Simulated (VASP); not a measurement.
# Si2W (I4/mmm) in VASP: further runs

Runs on Si2W. Level: PBEsol. Tasks: single point.

Program: VASP 6.6.1. These are calculated values, not measurements. Logs are shortened: lines on timing, memory, paths and dates and some standing lists are left out, and cuts for length are marked.

## 1. The cell of the first run

Symmetry: I4/mmm, No. 139, tetragonal system. The conventional cell has a = 3.237 Å, b = 3.237 Å, c = 7.882 Å, α = 90.00°, β = 90.00°, γ = 90.00°. Within 3.4 Å of Si (site symmetry 4mm) lie 9 Si at 2.60 to 3.24 Å and 5 W at 2.63 to 2.64 Å. W (site symmetry 4/mmm) has 10 Si at 2.63 to 2.64 Å and 4 W at 3.24 Å within 3.5 Å.

## 2. Single point, PBEsol (13.76 Å³/atom)

Input file INCAR:

```
SYSTEM = Si2W
PREC = Accurate ; ENCUT = 520
EDIFF = 1E-6 ; ISMEAR = 0
SIGMA = 0.1 ; LREAL = .FALSE.
LASPH = .TRUE. ; NELM = 80
ALGO = Normal ; ISIF = 2
LWAVE = .FALSE. ; LCHARG = .TRUE.
GGA = PS ; LELF = .TRUE.
LVHAR = .TRUE. ; NBANDS = 18
```

Input file KPOINTS:

```
Automatic mesh
0
G
  18 18 18
  0 0 0
```

Input file POSCAR:

```
Si2W
1.0
   -1.6183252456      1.6183252456      3.9408786750
    1.6183252456     -1.6183252456      3.9408786750
    1.6183252456      1.6183252456     -3.9408786750
Si W
2 1
Direct
    0.3349717469      0.3349717469      0.0000000000
    0.6650282531      0.6650282531      0.0000000000
    0.0000000000      0.0000000000      0.0000000000
```

Potentials or basis: VASP PAW PBE potentials, release 64 (Si, W_sv).

The run is started by

```
> cat potpaw_PBE.64/Si/POTCAR potpaw_PBE.64/W_sv/POTCAR > POTCAR
> mpirun -np 1 vasp_std > vasp.out
```

OUTCAR:

```text
SYSTEM = Si2W
   PREC = Accurate
   ENCUT = 520
   EDIFF = 1E-6
   ISMEAR = 0
   LREAL = .FALSE.
   LASPH = .TRUE.
   NELM = 80
   ISIF = 2
   GGA = PS

 ion  position               nearest neighbor table
   1  0.335  0.335  0.000-   2 2.60   3 2.63   3 2.63   3 2.63   3 2.63   3 2.64   2 2.65   2 2.65
                             2 2.65   2 2.65
   2  0.665  0.665  0.000-   1 2.60   3 2.63   3 2.63   3 2.63   3 2.63   3 2.64   1 2.65   1 2.65
                             1 2.65   1 2.65
   3  0.000  0.000  0.000-   2 2.63   2 2.63   2 2.63   1 2.63   2 2.63   1 2.63   1 2.63   1 2.63
                             1 2.64   2 2.64

  LATTYP: Found a body centered tetragonal cell.
 ALAT       =     3.2366504912
 C/A-ratio  =     2.4351586220

  Lattice vectors:

 A1 = (  -1.6183252456,   1.6183252456,   3.9408786750)
 A2 = (   1.6183252456,  -1.6183252456,   3.9408786750)
 A3 = (   1.6183252456,   1.6183252456,  -3.9408786750)

Analysis of symmetry for initial positions (statically):
=====================================================================
 Subroutine PRICEL returns:
 Original cell was already a primitive cell.

 Routine SETGRP: Setting up the symmetry group for a
 body centered tetragonal supercell.

 Subroutine GETGRP returns: Found 16 space group operations
 (whereof 16 operations were pure point group operations)
 out of a pool of 16 trial point group operations.

The static configuration has the point symmetry D_4h.

Analysis of symmetry for dynamics (positions and initial velocities):
=====================================================================
 Subroutine PRICEL returns:
 Original cell was already a primitive cell.

 Routine SETGRP: Setting up the symmetry group for a
 body centered tetragonal supercell.

 Subroutine GETGRP returns: Found 16 space group operations
 (whereof 16 operations were pure point group operations)
 out of a pool of 16 trial point group operations.

The dynamic configuration has the point symmetry D_4h.

 Subroutine INISYM returns: Found 16 space group operations
 (whereof 16 operations are pure point group operations),
 and found     1 'primitive' translations

----------------------------------------------------------------------------------------

                                     Primitive cell

  volume of cell :      41.2843

  direct lattice vectors                    reciprocal lattice vectors
    -1.618325246  1.618325246  3.940878675     0.000000000  0.308961379  0.126875258
[... 90 lines left out ...]
   EDIFFG = 0.1E-04   stopping-criterion for IOM
   NSW    =      0    number of steps for IOM
   IBRION =     -1    ionic relax: 0-MD 1-quasi-New 2-CG
   NFREE  =      0    steps in history (QN), initial steepest desc. (CG)
   ISIF   =      2    stress and relaxation
   ISYM   =      2    0-nonsym 1-usesym 2-fastsym
   POTIM  = 0.5000    time-step for ionic-motion
   TEBEG  =    0.0;   TEEND  =   0.0 temperature during run
   PSTRESS=    0.0 pullay stress
   NELECT =      22.0000    total number of electrons
   NUPDOWN=      -1.0000    fix difference up-down
   EMIN   =  10.00;   EMAX   =-10.00  energy-range for DOS
   EFERMI =   0.00;   METHOD = LEGACY
   ISMEAR =     0;   SIGMA  =   0.10  broadening in eV -4-tet -1-fermi 0-gaus
   EFERMI_NEDOS =   21; number of points for ismear=-14 and -15
   IALGO  =     38    algorithm
   IMIX   =      4    mixing-type and parameters
     AMIX     =   0.40;   BMIX     =  1.00
     AMIX_MAG =   1.60;   BMIX_MAG =  1.00
  volume/ion in A,a.u.               =      13.76        92.87
  Fermi-wavevector in a.u.,A,eV,Ry     =   1.327254  2.508147 23.968080  1.761604
  Thomas-Fermi vector in A             =   2.456580
   LORBIT       =      0    0 simple, 1 ext, 2 COOP (PROOUT), +10 PAW based schemes
   GGA     = PS    functional components
   LHFCALC =     F    Hartree Fock is set to
   AEXX    =    0.0000 exact exchange contribution
   IVDW    =     0    specifies the selected vdW correction
   LEPSILON=     F    determine dielectric tensor
   LRPA    =     F    only Hartree local field effects (RPA)
 non-spin polarized calculation
 Gauss-broadening in eV      SIGMA  =   0.10
  energy-cutoff  :      520.00
  volume of cell :       41.28
 maximum number of plane-waves:      1138
 NGX is ok and might be reduce to    36
   NGX = 17   NGY = 17   NGZ = 17

 number of electron      22.0000000 magnetization

 Free energy of the ion-electron system (eV)
  ---------------------------------------------------
  ext. energy  EPLUGINS =         0.00000000
  ---------------------------------------------------
  free energy    TOTEN  =       -26.61864432 eV

  energy without entropy =      -26.61772796  energy(sigma->0) =      -26.61818614

 E-fermi :  11.5567     XC(G=0): -12.5075

 val. band max:       11.5404458736   @ k =  -0.4444  -0.4444   0.2778
 cond. band min:      11.6015230932   @ k =  -0.3889  -0.4444   0.3889
 fundamental gap:      0.0610772196
 Fermi energy:        11.5567430473

 k-point     1 :       0.0000    0.0000    0.0000
  band No.  band energies     occupation
      1     -62.2891      2.00000
      2     -26.5316      2.00000
      3     -26.5228      2.00000
      4     -26.5228      2.00000
      5      -2.3308      2.00000
      6       4.8309      2.00000
[... 481 lines left out ...]
      5      -1.4378      2.00000
      6       4.9277      2.00000
[... 10 lines left out ...]
     17      17.7229      0.00000
     18      19.6812      0.00000

 [... further k-points ...]

------------------------ aborting loop because EDIFF is reached ----------------------------------------

  FORCE on cell =-STRESS in cart. coord.  units (eV):
  Direction    XX          YY          ZZ          XY          YZ          ZX
  --------------------------------------------------------------------------------------
  -------------------------------------------------------------------------------------
  Total       -1.5877612     -1.5877612     -1.5875809      0.0000000     -0.0000000     -0.0000000
  in kB      -61.6184957    -61.6184957    -61.6114970      0.0000000     -0.0000000     -0.0000000
  external PRESSURE =     -61.6161628 kB  Pullay stress =       0.0000000 kB

 VOLUME and BASIS-vectors are now :
 -----------------------------------------------------------------------------
  energy-cutoff  :      520.00
  volume of cell :       41.28
      direct lattice vectors                 reciprocal lattice vectors
    -1.618325246  1.618325246  3.940878675     0.000000000  0.308961379  0.126875258
     1.618325246 -1.618325246  3.940878675     0.308961379  0.000000000  0.126875258
     1.618325246  1.618325246 -3.940878675     0.308961379  0.308961379  0.000000000

 POSITION                                       TOTAL-FORCE (eV/Angst)
 -----------------------------------------------------------------------------------
      0.00000      0.00000      2.64017         0.000000      0.000000      0.000622
      0.00000      0.00000      5.24159         0.000000      0.000000     -0.000622
      0.00000      0.00000      0.00000        -0.000000     -0.000000     -0.000000
 -----------------------------------------------------------------------------------
    total drift:                               -0.000000      0.000000     -0.000000

  FREE ENERGIE OF THE ION-ELECTRON SYSTEM (eV)
  ---------------------------------------------------
  free  energy   TOTEN  =       -26.6186443219 eV

  energy  without entropy=      -26.6177279603  energy(sigma->0) =      -26.61818614
```

OSZICAR:

```text
N       E                     dE             d eps       ncg     rms          rms(c)
DAV:   1     0.128381110381E+03    0.12838E+03   -0.10838E+04 17280   0.123E+03
DAV:   2    -0.229692701730E+02   -0.15135E+03   -0.14774E+03 19590   0.320E+02
DAV:   3    -0.274836221940E+02   -0.45144E+01   -0.44518E+01 21730   0.495E+01
DAV:   4    -0.275238997913E+02   -0.40278E-01   -0.40225E-01 20446   0.490E+00
DAV:   5    -0.275243339263E+02   -0.43414E-03   -0.43411E-03 20508   0.545E-01    0.250E+01
DAV:   6    -0.267432660659E+02    0.78107E+00   -0.35128E+00 18594   0.131E+01    0.851E+00
DAV:   7    -0.266463531675E+02    0.96913E-01   -0.25852E-01 18490   0.281E+00    0.450E+00
DAV:   8    -0.266193639003E+02    0.26989E-01   -0.51937E-02 19592   0.171E+00    0.320E-01
DAV:   9    -0.266188066714E+02    0.55723E-03   -0.11313E-03 19854   0.270E-01    0.191E-01
DAV:  10    -0.266186504336E+02    0.15624E-03   -0.28839E-04 20650   0.147E-01    0.418E-02
DAV:  11    -0.266186441341E+02    0.62996E-05   -0.36888E-05 19778   0.440E-02    0.187E-02
DAV:  12    -0.266186443219E+02   -0.18783E-06   -0.16303E-06 13982   0.837E-03
   1 F= -.26618644E+02 E0= -.26618186E+02  d E =-.916362E-03
```

Run time: 9 min. Hardware: 1 thread of Intel Xeon Platinum 8375C at 2.90GHz (Ice Lake), shared host; peak memory 0.46 GiB.

Results:

| Quantity | Value |
| --- | --- |
| Free energy | -26.6186 eV |
| Pressure | -6.2 GPa |
| Band gap on the k mesh | zero (bands 11 and 12 overlap by 1.23 eV) |

Caveat: the cell stands under tension; the PAW data sets were made with another functional, which shifts forces and pressure a little; spin-orbit coupling is left out, which moves the levels of the heavy elements.

## 3. Single point, PBEsol (14.16 Å³/atom)

This run uses another cell than the first one, of 14.16 Å³/atom.

Input file INCAR:

```
PREC = Accurate ; ENCUT = 520
EDIFF = 1E-7 ; ISMEAR = 0
SIGMA = 0.1 ; LREAL = False
LASPH = True ; NELM = 100
ALGO = Normal ; ISIF = 2
LWAVE = False ; LCHARG = True
GGA = PS ; LELF = True
LVHAR = True ; NBANDS = 18
```

Input file KPOINTS:

```
Automatic mesh
0
Gamma
  18 18 18
```

Input file POSCAR:

```
Si2W
1.0
   -1.6347202092      1.6347202092      3.9747192695
    1.6347202092     -1.6347202092      3.9747192695
    1.6347202092      1.6347202092     -3.9747192695
Si W
2 1
Direct
    0.3355316519      0.3355316519      0.0000000000
    0.6644683481      0.6644683481      0.0000000000
    0.0000000000      0.0000000000      0.0000000000
```

Potentials or basis: VASP PAW PBE potentials, release 64 (Si, W_sv).

The run is started by

```
> cat potpaw_PBE.64/Si/POTCAR potpaw_PBE.64/W_sv/POTCAR > POTCAR
> mpirun -np 1 vasp_std > vasp.out
```

Wall time 10 min (1 thread of Intel Xeon Platinum 8375C at 2.90GHz (Ice Lake), shared host); peak memory 0.47 GiB.

It converged, with:

* Free energy: -26.5518 eV
* Pressure: -11.6 GPa
* Largest force: 0.007 eV/Å
* Band gap on the k mesh: zero (bands 11 and 12 overlap by 1.16 eV)

Forces in eV/Å, atoms in the order of the input:
```
Si   0.000  0.000 -0.007
Si   0.000  0.000  0.007
W    0.000  0.000  0.000
```

Stress tensor (GPa, compression positive):
```
-11.59   0.00   0.00
  0.00 -11.59   0.00
  0.00   0.00 -11.67
```

Levels at points of the mesh, in eV from the Fermi level:
| k point | band 8 | band 9 | band 10 | band 11 | band 12 | band 13 | band 14 | band 15 |
| --- | --- | --- | --- | --- | --- | --- | --- | --- |
| (0.00, 0.00, 0.00) | -3.12 | -2.68 | -2.68 | 0.55 | 2.50 | 2.91 | 2.91 | 3.12 |
| (0.50, 0.00, 0.00) | -4.68 | -2.67 | -2.58 | -0.38 | 2.47 | 2.75 | 3.80 | 4.05 |
| (0.50, 0.50, 0.00) | -5.44 | -4.79 | -3.04 | -1.76 | 2.69 | 2.72 | 2.87 | 3.77 |
| (0.50, 0.50, 0.50) | -2.42 | -0.80 | -0.80 | -0.46 | -0.46 | 0.71 | 4.33 | 4.38 |

Caveat: the cell stands under tension; the PAW data sets were made with another functional, which shifts forces and pressure a little; spin-orbit coupling is left out, which moves the levels of the heavy elements.

## 4. Single point, PBEsol (14.70 Å³/atom)

This run uses another cell than the first one, of 14.70 Å³/atom.

Input file INCAR:

```
ALGO     = Normal         # electronic algorithm
EDIFF    = 1E-6           # SCF threshold, eV
ENCUT    = 520            # plane-wave cutoff, eV
GGA      = PS             # functional
ISIF     = 2              # what is computed and relaxed
ISMEAR   = 0              # smearing method
LASPH    = T              # aspherical terms in the spheres
LCHARG   = T              # write CHGCAR
LELF     = T              # ELF
LREAL    = F              # projectors in reciprocal space
LVHAR    = T            
LWAVE    = F              # write WAVECAR
NBANDS   = 18             # bands
NELM     = 100            # most SCF steps
PREC     = Accurate       # precision mode
SIGMA    = 0.1            # smearing width, eV
```

Input file KPOINTS:

```
k-points
0
Gamma
  18 18 18
```

Input file POSCAR:

```
Si2W
1.0
   -1.6562172821      1.6562172821      4.0183292560
    1.6562172821     -1.6562172821      4.0183292560
    1.6562172821      1.6562172821     -4.0183292560
Si W
2 1
Direct
    0.3362232483      0.3362232483      0.0000000000
    0.6637767517      0.6637767517      0.0000000000
    0.0000000000      0.0000000000      0.0000000000
```

Potentials or basis: VASP PAW PBE potentials, release 64 (Si, W_sv).

The run is started by

```
> cat potpaw_PBE.64/Si/POTCAR potpaw_PBE.64/W_sv/POTCAR > POTCAR
> mpirun -np 1 vasp_std > vasp.out
```

OUTCAR:

```text
EDIFF = 1E-6
   ENCUT = 520
   GGA = PS
   ISIF = 2
   ISMEAR = 0
   LASPH = T
   LREAL = F
   NELM = 100
   PREC = Accurate

 ion  position               nearest neighbor table
   1  0.336  0.336  0.000-   2 2.63   3 2.69   3 2.69   3 2.69   3 2.69   3 2.70   2 2.72   2 2.72
                             2 2.72   2 2.72
   2  0.664  0.664  0.000-   1 2.63   3 2.69   3 2.69   3 2.69   3 2.69   3 2.70   1 2.72   1 2.72
                             1 2.72   1 2.72
   3  0.000  0.000  0.000-   2 2.69   2 2.69   2 2.69   1 2.69   1 2.69   1 2.69   2 2.69   1 2.69
                             1 2.70   2 2.70

  LATTYP: Found a body centered tetragonal cell.
 ALAT       =     3.3124345642
 C/A-ratio  =     2.4262089881

  Lattice vectors:

 A1 = (  -1.6562172821,   1.6562172821,   4.0183292560)
 A2 = (   1.6562172821,  -1.6562172821,   4.0183292560)
 A3 = (   1.6562172821,   1.6562172821,  -4.0183292560)

Analysis of symmetry for initial positions (statically):
=====================================================================
[... 171 lines left out ...]

  energy without entropy =      -26.40336279  energy(sigma->0) =      -26.40392238

 E-fermi :  10.6178     XC(G=0): -12.1985

 val. band max:       10.6127964477   @ k =   0.2778   0.2778   0.2222
 cond. band min:      10.6355491927   @ k =  -0.3889   0.5000   0.3333
 fundamental gap:      0.0227527450
 Fermi energy:        10.6178353415

 k-point     1 :       0.0000    0.0000    0.0000
  band No.  band energies     occupation
      1     -63.3472      2.00000
      2     -27.5547      2.00000
      3     -27.5547      2.00000
      4     -27.5234      2.00000
      5      -2.6926      2.00000
      6       4.3161      2.00000
[... 481 lines left out ...]
      5      -1.8513      2.00000
      6       4.2982      2.00000
[... 10 lines left out ...]
     17      16.3459      0.00000
     18      18.5028      0.00000

 [... further k-points ...]

------------------------ aborting loop because EDIFF is reached ----------------------------------------

  FORCE on cell =-STRESS in cart. coord.  units (eV):
  Direction    XX          YY          ZZ          XY          YZ          ZX
  --------------------------------------------------------------------------------------
  -------------------------------------------------------------------------------------
  Total       -4.8640432     -4.8640432     -4.8833556      0.0000000      0.0000000      0.0000000
  in kB     -176.7534373   -176.7534373   -177.4552259      0.0000000      0.0000000      0.0000000
  external PRESSURE =    -176.9873668 kB  Pullay stress =       0.0000000 kB

 VOLUME and BASIS-vectors are now :
 -----------------------------------------------------------------------------
  energy-cutoff  :      520.00
  volume of cell :       44.09
      direct lattice vectors                 reciprocal lattice vectors
    -1.656217282  1.656217282  4.018329256     0.000000000  0.301892756  0.124429823
     1.656217282 -1.656217282  4.018329256     0.301892756  0.000000000  0.124429823
     1.656217282  1.656217282 -4.018329256     0.301892756  0.301892756  0.000000000

 POSITION                                       TOTAL-FORCE (eV/Angst)
 -----------------------------------------------------------------------------------
      0.00000      0.00000      2.70211        -0.000000     -0.000000     -0.005522
      0.00000      0.00000      5.33455        -0.000000     -0.000000      0.005522
      0.00000      0.00000      0.00000         0.000000      0.000000      0.000000
 -----------------------------------------------------------------------------------
    total drift:                               -0.000000      0.000000     -0.000000

  FREE ENERGIE OF THE ION-ELECTRON SYSTEM (eV)
  ---------------------------------------------------
  free  energy   TOTEN  =       -26.4044819652 eV

  energy  without entropy=      -26.4033627900  energy(sigma->0) =      -26.40392238
```

OSZICAR:

```text
N       E                     dE             d eps       ncg     rms          rms(c)
DAV:   1     0.127504601735E+03    0.12750E+03   -0.10767E+04 17280   0.122E+03
DAV:   2    -0.228195991143E+02   -0.15032E+03   -0.14664E+03 19866   0.316E+02
DAV:   3    -0.273442634498E+02   -0.45247E+01   -0.44692E+01 21642   0.491E+01
DAV:   4    -0.273871297937E+02   -0.42866E-01   -0.42813E-01 20720   0.503E+00
DAV:   5    -0.273876171756E+02   -0.48738E-03   -0.48735E-03 20606   0.574E-01    0.220E+01
DAV:   6    -0.265438000029E+02    0.84382E+00   -0.43828E+00 18472   0.139E+01    0.680E+00
DAV:   7    -0.264382539815E+02    0.10555E+00   -0.39883E-01 18402   0.340E+00    0.427E+00
DAV:   8    -0.264052393856E+02    0.33015E-01   -0.72339E-02 19426   0.197E+00    0.318E-01
DAV:   9    -0.264046622254E+02    0.57716E-03   -0.15004E-03 20322   0.302E-01    0.204E-01
DAV:  10    -0.264044920794E+02    0.17015E-03   -0.37048E-04 20404   0.167E-01    0.388E-02
DAV:  11    -0.264044819055E+02    0.10174E-04   -0.55933E-05 19736   0.555E-02    0.205E-02
DAV:  12    -0.264044819652E+02   -0.59689E-07   -0.28157E-06 16648   0.106E-02
   1 F= -.26404482E+02 E0= -.26403922E+02  d E =-.111918E-02
```

stdout:

```text
POSCAR found type information on POSCAR SiW
 POSCAR found :  2 types and       3 ions
 scaLAPACK will be used
 -----------------------------------------------------------------------------
|                                                                             |
|                                                                             |
|     You enforced a specific xc type in the INCAR file but a different       |
|     I HOPE YOU KNOW WHAT YOU ARE DOING!                                     |
|                                                                             |
 -----------------------------------------------------------------------------

 LDA part: xc-table for (Slater+PW92), standard interpolation
 POSCAR, INCAR and KPOINTS ok, starting setup
 FFT: planning ... GRIDC
 FFT: planning ... GRID_SOFT
 FFT: planning ... GRID
 WAVECAR not read
 entering main loop
```

Run time: 8.8 min. Hardware: 1 thread of Intel Xeon Platinum 8375C at 2.90GHz (Ice Lake), shared host; peak memory 0.48 GiB.

Results:

| Property | Result |
| --- | --- |
| Free energy | -26.4045 eV |
| Pressure | -17.7 GPa |
| Largest force | 0.006 eV/Å |
| Band gap on the k mesh | zero (bands 11 and 12 overlap by 1.07 eV) |

Forces in eV/Å, atoms in the order of the input:
```
Si   0.000  0.000 -0.006
Si   0.000  0.000  0.006
W    0.000  0.000  0.000
```

Caveat: the cell stands under tension; the PAW data sets were made with another functional, which shifts forces and pressure a little; spin-orbit coupling is left out, which moves the levels of the heavy elements.

## 5. Overview

```tsv
cell	gap on the mesh (eV)	pressure (GPa)	largest force (eV/Å)
a = 4.557 Å, angles 138.4, 138.4, 60.3°, 3 atoms, atomic positions A	none	-6.2	-
a = 4.598 Å, angles 138.3, 138.3, 60.4°, 3 atoms, atomic positions B	none	-11.6	0.01
a = 4.651 Å, angles 138.3, 138.3, 60.5°, 3 atoms, atomic positions C	none	-17.7	0.01
```

Alike in all rows: task single point; level PBEsol; potentials or basis VASP PAW PBE potentials, release 64 (Si, W_sv); no spin polarisation; k mesh 18 × 18 × 18; cutoff (eV) 520; smearing gaussian 0.1 eV.

Caveats: the cell stands under tension; the PAW data sets were made with another functional, which shifts forces and pressure a little; spin-orbit coupling is left out, which moves the levels of the heavy elements.

Absolute energies hang on the potentials; compare differences alone.

The gap in the log of VASP goes by the Fermi energy; the results here count the filled bands.